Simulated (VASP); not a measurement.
Mn, 1 atom in the cell. The structure is cubic, space group Im-3m (No. 229). The conventional cell has a = 2.755 Å, b = 2.755 Å, c = 2.755 Å, α = 90.00°, β = 90.00°, γ = 90.00°. Mn (site symmetry m-3m) has 14 Mn at 2.39 to 2.75 Å within 3.2 Å. 

| Property | Result |
| --- | --- |
| Program | VASP 6.6.1 |
| Task | relaxation of cell and atoms |
| Functional | PBEsol |
| Potentials or basis | VASP PAW PBE potentials, release 64 (Mn_pv) |
| Cutoff | 600 eV |
| k mesh | 22 × 22 × 22 |
| Occupations | gaussian, width 0.1 eV |
| Spin | collinear spin, ferromagnetic start |
| Starting moments | [0.71] μB |
| Dipole correction | no |
| Further INCAR settings | ALGO = Normal; EDIFF = 1e-06; IBRION = 2; EDIFFG = -0.01; NSW = 80; ISIF = 3 |

Potentials or basis: VASP PAW PBE potentials, release 64 (Mn_pv).

Launch:

```console
$ cat potpaw_PBE.64/Mn_pv/POTCAR > POTCAR
$ mpirun -np 1 vasp_std > vasp.out
```

Hardware: 1 thread of Intel(R) Xeon(R) 6975P-C (Granite Rapids), on a shared host.

Question: How long does it take, and how much memory?

Answer: Run time: 58 s on 1 thread of Intel(R) Xeon(R) 6975P-C (Granite Rapids), on a shared host, peak memory 0.19 GiB. Counts: scf iterations 27, k points 328, ion steps 3.
